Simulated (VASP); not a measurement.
K2TiH6, 9 atoms in the cell. It takes space group P-3m1 (No. 164, trigonal). The conventional cell has a = 5.375 Å, b = 5.375 Å, c = 4.371 Å, α = 90.00°, β = 90.00°, γ = 120.00°. K (site symmetry 3m) has 12 H at 2.64 to 2.85 Å and 3 Ti at 3.38 Å and 3 K at 3.53 Å within 3.6 Å. Within 2.3 Å of Ti (site symmetry -3m) lie 6 H at 1.74 Å. Within 2.3 Å of H (site symmetry m) lie 1 Ti at 1.74 Å. 

| Item | Value |
| --- | --- |
| Program | VASP 6.6.1 |
| Task | single point |
| Functional | r2SCAN |
| Potentials or basis | VASP PAW PBE potentials, release 64 (K_sv, Ti_sv, H) |
| Cutoff | 520 eV |
| k mesh | 4 × 4 × 4 |
| Occupations | gaussian, width 0.005 eV |
| Spin | no spin polarisation |
| Dipole correction | no |
| Charge | -1 |
| Further INCAR settings | ALGO = Normal; EDIFF = 1e-06; NBANDS = 28; NELECT = 37.0 |

Potentials or basis: VASP PAW PBE potentials, release 64 (K_sv, Ti_sv, H).

Run with:

```console
$ cat potpaw_PBE.64/K_sv/POTCAR potpaw_PBE.64/Ti_sv/POTCAR potpaw_PBE.64/H/POTCAR > POTCAR
$ cp INCAR.step1 INCAR
$ mpirun -np 1 vasp_std > vasp.out
$ cp INCAR.step2 INCAR
$ mpirun -np 1 vasp_std > vasp.out
```

Hardware: 1 thread of Intel Xeon 8259CL (shared host).

Estimate the wall time of this run.

Run time: 5.5 min on 1 thread of Intel Xeon 8259CL, with other jobs on the host, peak memory 0.28 GiB. Counts: k points 24.
